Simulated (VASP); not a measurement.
# Sc: relaxation of cell and atoms with PBE

Crystal: Sc.

```xyz
2
Lattice="3.3090 0.0000 0.0000 -1.6545 2.8657 0.0000 0.0000 0.0000 5.2733" Properties=species:S:1:pos:R:3 pbc="T T T"
Sc    0.0000    1.9105    1.3183
Sc    1.6545    0.9552    3.9550
```

* Program: VASP 6.6.1
* Task: relaxation of cell and atoms
* Functional: PBE
* Potentials or basis: VASP PAW PBE potentials, release 64 (Sc_sv)
* Cutoff: 500 eV
* k mesh: 11 × 11 × 6
* Occupations: fermi-dirac, width 0.1 eV
* Spin: no spin polarisation
* Dipole correction: no
* Further INCAR settings: ALGO = Normal; EDIFF = 1e-07; IBRION = 2; EDIFFG = -0.01; NSW = 80; ISIF = 3

| Quantity | Value |
| --- | --- |
| Relaxed volume | 24.72 Å³/atom |
| Relaxed cell | a = 3.317 Å, b = 3.317 Å, c = 5.189 Å, α = 90.00°, β = 90.00°, γ = 120.00° |
| Space group after relaxing (to 0.1 Å) | P6_3/mmc (No. 194) |
| Energy gained by relaxing | 1.8 meV/atom |
| Ionic steps | 4 |
| Pressure after relaxing | 0.0 GPa |
| Band gap on the k mesh | zero (bands 11 and 12 overlap by 1.45 eV) |

Step by step:
| step | energy change (eV) | largest force (eV/Å) | pressure (GPa) | volume (Å³) |
| --- | --- | --- | --- | --- |
| 1 | 0.0000 | 0.0000 | -0.53 | 50.00 |
| 2 | -0.0029 | 0.0000 | 0.08 | 49.41 |
| 3 | -0.0031 | 0.0000 | 0.26 | 49.24 |
| 4 | -0.0036 | 0.0000 | 0.03 | 49.44 |

Final structure:
```xyz
2
Lattice="3.3168 0.0000 0.0000 -1.6584 2.8725 0.0000 0.0000 0.0000 5.1894" Properties=species:S:1:pos:R:3 pbc="T T T"
Sc    0.0000    1.9150    1.2973
Sc    1.6584    0.9575    3.8920
```

Levels at points of the mesh, in eV from the Fermi level:
| k point | band 8 | band 9 | band 10 | band 11 | band 12 | band 13 | band 14 | band 15 |
| --- | --- | --- | --- | --- | --- | --- | --- | --- |
| (0.00, 0.00, 0.00) | -27.82 | -5.12 | -1.64 | 0.57 | 1.60 | 1.60 | 1.82 | 2.04 |
| (0.00, 0.00, 0.50) | -27.88 | -3.59 | -3.59 | 0.96 | 0.96 | 1.51 | 1.51 | 1.51 |

It took 2.8 min on 1 thread of Intel Xeon 8259CL, on a shared host, peak memory 0.19 GiB.
